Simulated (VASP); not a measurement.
Write the native input for VASP 6.6.1 that does the following.

* Task: single point
* Functional: PBEsol
* Potentials or basis: VASP PAW PBE potentials, release 64 (Al, O)
* Cutoff: 520 eV
* k mesh: 6 × 6 × 6
* Occupations: gaussian, width 0.05 eV
* Spin: no spin polarisation
* Dipole correction: no
* Further INCAR settings: ALGO = Normal; EDIFF = 1e-07; NBANDS = 35

The structure of Al2O3 lies in POSCAR:

```
Al2O3
1.0
    2.5527922426      1.4738552884      4.3982908478
   -2.5527922426      1.4738552884      4.3982908478
    0.0000000000     -2.9477105769      4.3982908478
Al O
4 6
Direct
    0.8520350473      0.8520350473      0.8520350473
    0.6479649527      0.6479649527      0.6479649527
    0.1479649527      0.1479649527      0.1479649527
    0.3520350473      0.3520350473      0.3520350473
    0.0558571577      0.4441428423      0.7500000000
    0.7500000000      0.0558571577      0.4441428423
    0.4441428423      0.7500000000      0.0558571577
    0.9441428423      0.5558571577      0.2500000000
    0.2500000000      0.9441428423      0.5558571577
    0.5558571577      0.2500000000      0.9441428423
```

One way to write it, as run:

INCAR

```
PREC = Accurate
ENCUT = 520
EDIFF = 1E-7
ISMEAR = 0
SIGMA = 0.05
LREAL = F
LASPH = T
NELM = 60
ALGO = Normal
ISIF = 2
LWAVE = F
LCHARG = F
GGA = PS
NBANDS = 35
```

KPOINTS

```
regular mesh
0
Gamma
  6 6 6
```

Potentials or basis: VASP PAW PBE potentials, release 64 (Al, O).

Launch:

```bash
$ cat potpaw_PBE.64/Al/POTCAR potpaw_PBE.64/O/POTCAR > POTCAR
$ mpirun -np 1 vasp_std > vasp.out
```

It gave:

```
Pressure               : -27.0 GPa
Largest force          : 0.287 eV/Å
Band gap on the k mesh : 3.94 eV
```

Caveat: the stress differs along the axes, from -33 to -15 GPa; the PAW data sets were made with another functional, which shifts forces and pressure a little.

It took 75 s on 1 thread of Intel(R) Xeon(R) Platinum 8488C (Sapphire Rapids), on a shared host, peak memory 0.26 GiB.
